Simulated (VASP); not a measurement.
GaN, 2 atoms in the cell. The structure is cubic, space group F-43m (No. 216). Conventional cell: a = 4.476 Å, b = 4.476 Å, c = 4.476 Å, α = 90.00°, β = 90.00°, γ = 90.00°. Ga (site symmetry -43m) has 4 N at 1.94 Å within 2.6 Å. Within 2.6 Å of N (site symmetry -43m) lie 4 Ga at 1.94 Å. 

```yaml
Program: VASP 6.6.1
Task: single point
Functional: PBEsol
Potentials_or_basis: VASP PAW PBE potentials, release 64 (Ga_d, N)
Cutoff: 520 eV
k_mesh: 8 × 8 × 8
Occupations: gaussian, width 0.01 eV
Spin: non-collinear spin, zero start, spin-orbit coupling
Starting_moments: "[[0.0, 0.0, 0.0], [0.0, 0.0, 0.0]] μB"
Dipole_correction: no
Further_INCAR_settings: ALGO = Normal; EDIFF = 1e-06; NBANDS = 30
```

Potentials or basis: VASP PAW PBE potentials, release 64 (Ga_d, N).

Run with:

```console
$ cat potpaw_PBE.64/Ga_d/POTCAR potpaw_PBE.64/N/POTCAR > POTCAR
$ mpirun -np 1 vasp_ncl > vasp.out
```

Hardware: 1 thread of Intel(R) Xeon(R) 6975P-C (Granite Rapids), on a shared host.

Q: How long does it take, and how much memory?

A: Wall time 25 s on 1 thread of Intel(R) Xeon(R) 6975P-C (Granite Rapids) (shared host), peak memory 0.21 GiB. Counts: scf iterations 14, k points 43.
